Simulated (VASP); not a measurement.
# SnO2 (Imma) in VASP: single point with PBE

Aim: the single point of SnO2 with PBE.

Program: VASP 6.6.1. These are calculated values, not measurements. Logs are shortened: lines on timing, memory, paths and dates and some standing lists are left out, and cuts for length are marked.

### Step 1. The cell of the first run

The structure is orthorhombic, space group Imma (No. 74). The conventional cell has a = 6.498 Å, b = 6.829 Å, c = 6.828 Å, α = 90.00°, β = 90.00°, γ = 90.00°. Within 2.8 Å of Sn (site symmetry mm2) lie 6 O at 2.09 to 2.10 Å. Within 2.8 Å of Sn (site symmetry 2/m) lie 6 O at 2.09 Å. Within 2.8 Å of O (site symmetry m) lie 3 Sn at 2.09 to 2.10 Å and 1 O at 2.64 Å. O (site symmetry m) has 3 Sn at 2.09 Å and 1 O at 2.64 Å within 2.8 Å.

### Step 2. Single point, PBE

Contents of INCAR:

```
SYSTEM = SnO2
PREC = Accurate
ENCUT = 520
EDIFF = 1E-6
ISMEAR = 0
SIGMA = 0.05
LREAL = Auto
LASPH = .TRUE.
NELM = 80
ALGO = Normal
ISIF = 2
LWAVE = .FALSE.
LCHARG = .FALSE.
GGA = PE
NBANDS = 238
LUSENCCL = .FALSE.
```

Contents of KPOINTS:

```
Automatic mesh
0
G
  1 2 2
  0 0 0
```

Contents of POSCAR:

```
SnO2
1.0
   12.9955880000      0.0000000000      0.0000000000
    0.0000000000      6.8289400000      0.0000000000
    0.0000000000      0.0000000000      6.8280420000
Sn O
16 32
Direct
    0.0000000000      0.7500000000      0.2464010000
    0.2500000000      0.2500000000      0.7464010000
    0.5000000000      0.7500000000      0.2464010000
    0.7500000000      0.2500000000      0.7464010000
    0.0000000000      0.2500000000      0.7535990000
    0.2500000000      0.7500000000      0.2535990000
    0.5000000000      0.2500000000      0.7535990000
    0.7500000000      0.7500000000      0.2535990000
    0.1250000000      0.2500000000      0.2500000000
    0.6250000000      0.2500000000      0.2500000000
    0.3750000000      0.7500000000      0.7500000000
    0.8750000000      0.7500000000      0.7500000000
    0.3750000000      0.2500000000      0.2500000000
    0.8750000000      0.2500000000      0.2500000000
    0.1250000000      0.7500000000      0.7500000000
    0.6250000000      0.7500000000      0.7500000000
    0.1263610000      0.2500000000      0.9435040000
    0.3763610000      0.7500000000      0.4435040000
    0.6263610000      0.2500000000      0.9435040000
    0.8763610000      0.7500000000      0.4435040000
    0.2500000000      0.4435050000      0.2540600000
    0.7500000000      0.4435050000      0.2540600000
    0.0000000000      0.9435050000      0.7540600000
    0.5000000000      0.9435050000      0.7540600000
    0.1236390000      0.7500000000      0.4435040000
    0.3736390000      0.2500000000      0.9435040000
    0.6236390000      0.7500000000      0.4435040000
    0.8736390000      0.2500000000      0.9435040000
    0.2500000000      0.0564950000      0.2540600000
    0.7500000000      0.0564950000      0.2540600000
    0.0000000000      0.5564950000      0.7540600000
    0.5000000000      0.5564950000      0.7540600000
    0.0000000000      0.4435050000      0.2459400000
    0.5000000000      0.4435050000      0.2459400000
    0.2500000000      0.9435050000      0.7459400000
    0.7500000000      0.9435050000      0.7459400000
    0.0000000000      0.0564950000      0.2459400000
    0.5000000000      0.0564950000      0.2459400000
    0.2500000000      0.5564950000      0.7459400000
    0.7500000000      0.5564950000      0.7459400000
    0.1263610000      0.7500000000      0.0564960000
    0.3763610000      0.2500000000      0.5564960000
    0.6263610000      0.7500000000      0.0564960000
    0.8763610000      0.2500000000      0.5564960000
    0.1236390000      0.2500000000      0.5564960000
    0.3736390000      0.7500000000      0.0564960000
    0.6236390000      0.2500000000      0.5564960000
    0.8736390000      0.7500000000      0.0564960000
```

Potentials or basis: VASP PAW PBE potentials, release 64 (Sn_d, O).

Launch:

```console
cat potpaw_PBE.64/Sn_d/POTCAR potpaw_PBE.64/O/POTCAR > POTCAR
mpirun -np 1 vasp_std > vasp.out
```

OUTCAR:

```text
SYSTEM = SnO2
   PREC = Accurate
   ENCUT = 520
   EDIFF = 1E-6
   ISMEAR = 0
   LREAL = Auto
   LASPH = .TRUE.
   NELM = 80
   ISIF = 2
   GGA = PE

 ion  position               nearest neighbor table
   1  0.000  0.750  0.246-  41 2.09  48 2.09  33 2.09  37 2.09  20 2.10  25 2.10   6 3.25   8 3.25

   2  0.250  0.250  0.746-  42 2.09  45 2.09  35 2.09  39 2.09  17 2.10  26 2.10   5 3.25   7 3.25

   3  0.500  0.750  0.246-  43 2.09  46 2.09  34 2.09  38 2.09  18 2.10  27 2.10   6 3.25   8 3.25

   4  0.750  0.250  0.746-  44 2.09  47 2.09  36 2.09  40 2.09  19 2.10  28 2.10   5 3.25   7 3.25

   5  0.000  0.250  0.754-  17 2.09  28 2.09  23 2.09  31 2.09  44 2.10  45 2.10   2 3.25   4 3.25

   6  0.250  0.750  0.254-  18 2.09  25 2.09  21 2.09  29 2.09  41 2.10  46 2.10   1 3.25   3 3.25

   7  0.500  0.250  0.754-  19 2.09  26 2.09  24 2.09  32 2.09  42 2.10  47 2.10   2 3.25   4 3.25

   8  0.750  0.750  0.254-  20 2.09  27 2.09  22 2.09  30 2.09  43 2.10  48 2.10   1 3.25   3 3.25

   9  0.125  0.250  0.250-  17 2.09  45 2.09  29 2.09  33 2.09  37 2.09  21 2.09  13 3.25  14 3.25

  10  0.625  0.250  0.250-  19 2.09  47 2.09  30 2.09  34 2.09  38 2.09  22 2.09  13 3.25  14 3.25
[... 43 lines left out ...]
  47  0.624  0.250  0.556-   4 2.09  10 2.09   7 2.10
  48  0.874  0.750  0.056-   1 2.09  12 2.09   8 2.10

  LATTYP: Found a simple orthorhombic cell.
 ALAT       =     6.8280420000
 B/A-ratio  =     1.0001315165
 C/A-ratio  =     1.9032671445

  Lattice vectors:

 A1 = (   0.0000000000,   0.0000000000,  -6.8280420000)
 A2 = (   0.0000000000,   6.8289400000,   0.0000000000)
 A3 = (  12.9955880000,   0.0000000000,   0.0000000000)

Analysis of symmetry for initial positions (statically):
=====================================================================
 Subroutine PRICEL returns following result:

  LATTYP: Found a body centered orthorhombic cell.
 ALAT       =     6.4977940000
 B/A-ratio  =     1.0508246337
 C/A-ratio  =     1.0509628345

  Lattice vectors:

 A1 = (   3.2488970000,   3.4144700000,   3.4140210000)
 A2 = (  -3.2488970000,   3.4144700000,  -3.4140210000)
 A3 = (  -3.2488970000,  -3.4144700000,   3.4140210000)

   4 primitive cells build up your supercell.

 Routine SETGRP: Setting up the symmetry group for a
 simple orthorhombic supercell.

 Subroutine GETGRP returns: Found  8 space group operations
 (whereof  4 operations were pure point group operations)
 out of a pool of  8 trial point group operations.

The static configuration has the point symmetry C_2h.
 The point group associated with its full space group is D_2h.

Analysis of symmetry for dynamics (positions and initial velocities):
=====================================================================
 Subroutine PRICEL returns following result:

  LATTYP: Found a body centered orthorhombic cell.
 ALAT       =     6.4977940000
 B/A-ratio  =     1.0508246337
 C/A-ratio  =     1.0509628345

  Lattice vectors:

 A1 = (   3.2488970000,   3.4144700000,   3.4140210000)
 A2 = (  -3.2488970000,   3.4144700000,  -3.4140210000)
 A3 = (  -3.2488970000,  -3.4144700000,   3.4140210000)

   4 primitive cells build up your supercell.

 Routine SETGRP: Setting up the symmetry group for a
 simple orthorhombic supercell.

 Subroutine GETGRP returns: Found  8 space group operations
 (whereof  4 operations were pure point group operations)
 out of a pool of  8 trial point group operations.

The dynamic configuration has the point symmetry C_2h.
 The point group associated with its full space group is D_2h.

 Subroutine INISYM returns: Found  8 space group operations
 (whereof  4 operations are pure point group operations),
 and found     4 'primitive' translations

----------------------------------------------------------------------------------------

                                     Primitive cell

  volume of cell :     151.4905

  direct lattice vectors                    reciprocal lattice vectors
     3.248897000  3.414470000  3.414021000     0.000000000  0.146435611  0.146454869
    -3.248897000  3.414470000 -3.414021000    -0.153898385  0.146435611  0.000000000
    -3.248897000 -3.414470000  3.414021000    -0.153898385  0.000000000  0.146454869

  length of vectors
     5.819748834  5.819748834  5.819748834     0.207104845  0.212433756  0.212447032

  position of ions in fractional coordinates (direct lattice)
     0.996401000  0.750000000  0.246401000
     0.003599000  0.250000000  0.753599000
     0.500000000 -0.000000000 -0.000000000
     0.500000000  0.500000000  0.500000000
     0.193504000  0.997278000  0.690782000
     0.697565000  0.943505000  0.754060000
     0.193504000  0.502722000  0.196226000
     0.310555000  0.556495000  0.754060000
     0.689445000  0.443505000  0.245940000
     0.302435000  0.056495000  0.245940000
     0.806496000  0.497278000  0.803774000
     0.806496000  0.002722000  0.309218000

  ion indices of the primitive-cell ions
   primitive index   ion index
                 1           1
                 2           8
                 3          12
                 4          15
                 5          20
                 6          21
                 7          25
                 8          29
                 9          33
                10          37
                11          41
                12          48

----------------------------------------------------------------------------------------

 KPOINTS: Automatic mesh

Automatic generation of k-mesh.
 Grid dimensions read from file:
 generate k-points for:    1    2    2

 Generating k-lattice:

  Cartesian coordinates                     Fractional coordinates (reciprocal lattice)
     0.076949192  0.000000000  0.000000000     1.000000000  0.000000000  0.000000000
     0.000000000  0.073217805  0.000000000     0.000000000  0.500000000  0.000000000
     0.000000000  0.000000000  0.073227435     0.000000000  0.000000000  0.500000000

  Length of vectors
     0.076949192  0.073217805  0.073227435

  Shift w.r.t. Gamma in fractional coordinates (k-lattice)
     0.000000000  0.000000000  0.000000000

 Subroutine IBZKPT returns following result:
 ===========================================

 Found      4 irreducible k-points:

 Following reciprocal coordinates:
            Coordinates               Weight
  0.000000  0.000000  0.000000      1.000000
  0.000000  0.500000  0.000000      1.000000
  0.000000  0.000000  0.500000      1.000000
  0.000000  0.500000  0.500000      1.000000
   k-points           NKPTS =      4   k-points in BZ     NKDIM =      4   number of bands    NBANDS=    238
   number of dos      NEDOS =    301   number of ions     NIONS =     48
   total plane-waves  NPLWV = 285768
   dimension x,y,z NGX =    98 NGY =   54 NGZ =   54
   dimension x,y,z NGXF=   196 NGYF=  108 NGZF=  108
   ions per type =              16  32
   NGX,Y,Z   is equivalent  to a cutoff of  12.54, 13.15, 13.15 a.u.
   NGXF,Y,Z  is equivalent  to a cutoff of  25.07, 26.29, 26.30 a.u.
 SYSTEM =  SnO2
   PREC   = accura    normal or accurate (medium, high low for compatibility)
   ISTART =      0    job   : 0-new  1-cont  2-samecut
   ICHARG =      2    charge: 1-file 2-atom 10-const
   ISPIN  =      1    spin polarized calculation?
   LNONCOLLINEAR =      F non collinear calculations
   LSORBIT =      F    spin-orbit coupling
   LASPH  =      T    aspherical Exc in radial PAW
   ENCUT  =  520.0 eV  38.22 Ry    6.18 a.u.  24.16 12.70 12.70*2*pi/ulx,y,z
   NELM   =     80;   NELMIN=  2; NELMDL= -5     # of ELM steps
   EDIFF  = 0.1E-05   stopping-criterion for ELM
   LREAL  =      T    real-space projection
   EDIFFG = 0.1E-04   stopping-criterion for IOM
   NSW    =      0    number of steps for IOM
   IBRION =     -1    ionic relax: 0-MD 1-quasi-New 2-CG
   NFREE  =      0    steps in history (QN), initial steepest desc. (CG)
   ISIF   =      2    stress and relaxation
   ISYM   =      2    0-nonsym 1-usesym 2-fastsym
   POTIM  = 0.5000    time-step for ionic-motion
   TEBEG  =    0.0;   TEEND  =   0.0 temperature during run
   PSTRESS=    0.0 pullay stress
   NELECT =     416.0000    total number of electrons
   NUPDOWN=      -1.0000    fix difference up-down
   EMIN   =  10.00;   EMAX   =-10.00  energy-range for DOS
   EFERMI =   0.00;   METHOD = LEGACY
   ISMEAR =     0;   SIGMA  =   0.05  broadening in eV -4-tet -1-fermi 0-gaus
   EFERMI_NEDOS =   21; number of points for ismear=-14 and -15
   IALGO  =     38    algorithm
   IMIX   =      4    mixing-type and parameters
     AMIX     =   0.40;   BMIX     =  1.00
     AMIX_MAG =   1.60;   BMIX_MAG =  1.00
  volume/ion in A,a.u.               =      12.62        85.19
  Fermi-wavevector in a.u.,A,eV,Ry     =   1.444189  2.729122 28.377438  2.085683
  Thomas-Fermi vector in A             =   2.562512
   LORBIT       =      0    0 simple, 1 ext, 2 COOP (PROOUT), +10 PAW based schemes
   GGA     = PE    functional components
   LHFCALC =     F    Hartree Fock is set to
   AEXX    =    0.0000 exact exchange contribution
   IVDW    =     0    specifies the selected vdW correction
   LEPSILON=     F    determine dielectric tensor
   LRPA    =     F    only Hartree local field effects (RPA)
 non-spin polarized calculation
 Gauss-broadening in eV      SIGMA  =   0.05
  energy-cutoff  :      520.00
  volume of cell :      605.96
 maximum number of plane-waves:     16370
 NGX is ok and might be reduce to    98
   NGX = 49   NGY = 25   NGZ = 25

 number of electron     416.0000088 magnetization

 Free energy of the ion-electron system (eV)
  ---------------------------------------------------
  ext. energy  EPLUGINS =         0.00000000
  ---------------------------------------------------
  free energy    TOTEN  =      -298.39612255 eV

  energy without entropy =     -298.39612255  energy(sigma->0) =     -298.39612255

 E-fermi :   5.7700     XC(G=0): -10.9572

 val. band max:        5.4945580412   @ k =   0.0000   0.0000   0.0000
 cond. band min:       6.1051076441   @ k =   0.0000   0.0000   0.0000
 fundamental gap:      0.6105496029
 Fermi energy:         5.7700300096

 k-point     1 :       0.0000    0.0000    0.0000
  band No.  band energies     occupation
      1     -15.5412      2.00000
      2     -15.3322      2.00000
      3     -15.3316      2.00000
      4     -15.3222      2.00000
      5     -15.3217      2.00000
      6     -15.3128      2.00000
[... 881 lines left out ...]
    219      10.4155      0.00000
    220      10.4155      0.00000
 [bands above 220 left out]

------------------------ aborting loop because EDIFF is reached ----------------------------------------

  FORCE on cell =-STRESS in cart. coord.  units (eV):
  Direction    XX          YY          ZZ          XY          YZ          ZX
  --------------------------------------------------------------------------------------
  -------------------------------------------------------------------------------------
  Total       -2.6836694     -0.6688603     -0.5428261      0.0000000     -0.0000000      0.0000000
  in kB       -7.0956826     -1.7684819     -1.4352446      0.0000000     -0.0000000      0.0000000
  external PRESSURE =      -3.4331364 kB  Pullay stress =       0.0000000 kB

 VOLUME and BASIS-vectors are now :
 -----------------------------------------------------------------------------
  energy-cutoff  :      520.00
  volume of cell :      605.96
      direct lattice vectors                 reciprocal lattice vectors
    12.995588000  0.000000000  0.000000000     0.076949192  0.000000000  0.000000000
     0.000000000  6.828940000  0.000000000     0.000000000  0.146435611  0.000000000
     0.000000000  0.000000000  6.828042000     0.000000000  0.000000000  0.146454869

 POSITION                                       TOTAL-FORCE (eV/Angst)
 -----------------------------------------------------------------------------------
      0.00000      5.12171      1.68244        -0.000000     -0.000000      0.041078
      3.24890      1.70724      5.09646         0.000000     -0.000000      0.041078
      6.49779      5.12171      1.68244         0.000000     -0.000000      0.041078
      9.74669      1.70724      5.09646         0.000000     -0.000000      0.041078
      0.00000      1.70724      5.14561         0.000000     -0.000000     -0.041078
      3.24890      5.12171      1.73158         0.000000     -0.000000     -0.041078
[... 40 lines left out ...]
      8.10456      1.70724      3.79978         0.030278     -0.000000      0.011216
     11.35345      5.12171      0.38576         0.030278     -0.000000      0.011216
 -----------------------------------------------------------------------------------
    total drift:                                0.000000      0.000000     -0.000000

  FREE ENERGIE OF THE ION-ELECTRON SYSTEM (eV)
  ---------------------------------------------------
  free  energy   TOTEN  =      -298.3961225492 eV

  energy  without entropy=     -298.3961225492  energy(sigma->0) =     -298.39612255
```

Run time: 67 s. Hardware: 1 × NVIDIA H100 80GB with 1 thread of AMD EPYC 7R13 (Zen 3), shared host; peak memory 1.7 GiB.

What came out:

```
Free energy            : -298.3961 eV
Pressure               : -0.3 GPa
Largest force          : 0.041 eV/Å
Band gap on the k mesh : 0.61 eV
```

Forces in eV/Å, atoms in the order of the input:
```
Sn   0.000  0.000  0.041
Sn   0.000  0.000  0.041
Sn   0.000  0.000  0.041
Sn   0.000  0.000  0.041
Sn   0.000  0.000 -0.041
Sn   0.000  0.000 -0.041
Sn   0.000  0.000 -0.041
Sn   0.000  0.000 -0.041
Sn   0.000  0.000  0.000
Sn   0.000  0.000  0.000
Sn   0.000  0.000  0.000
Sn   0.000  0.000  0.000
Sn   0.000  0.000  0.000
Sn   0.000  0.000  0.000
Sn   0.000  0.000  0.000
Sn   0.000  0.000  0.000
O   -0.030  0.000 -0.011
O   -0.030  0.000 -0.011
O   -0.030  0.000 -0.011
O   -0.030  0.000 -0.011
O    0.000 -0.010 -0.030
O    0.000 -0.010 -0.030
O    0.000 -0.010 -0.030
O    0.000 -0.010 -0.030
O    0.030  0.000 -0.011
O    0.030  0.000 -0.011
O    0.030  0.000 -0.011
O    0.030  0.000 -0.011
O    0.000  0.010 -0.030
O    0.000  0.010 -0.030
O    0.000  0.010 -0.030
O    0.000  0.010 -0.030
O    0.000 -0.010  0.030
O    0.000 -0.010  0.030
O    0.000 -0.010  0.030
O    0.000 -0.010  0.030
O    0.000  0.010  0.030
O    0.000  0.010  0.030
O    0.000  0.010  0.030
O    0.000  0.010  0.030
O   -0.030  0.000  0.011
O   -0.030  0.000  0.011
O   -0.030  0.000  0.011
O   -0.030  0.000  0.011
O    0.030  0.000  0.011
O    0.030  0.000  0.011
O    0.030  0.000  0.011
O    0.030  0.000  0.011
```

Stress tensor (GPa, compression positive):
```
-0.71  0.00  0.00
 0.00 -0.18  0.00
 0.00  0.00 -0.14
```

Caveat: the k points lie up to 0.48 Å⁻¹ apart; semilocal functionals underestimate gaps, and a narrow one can read as zero; spin-orbit coupling is left out, which moves the levels of the heavy elements.
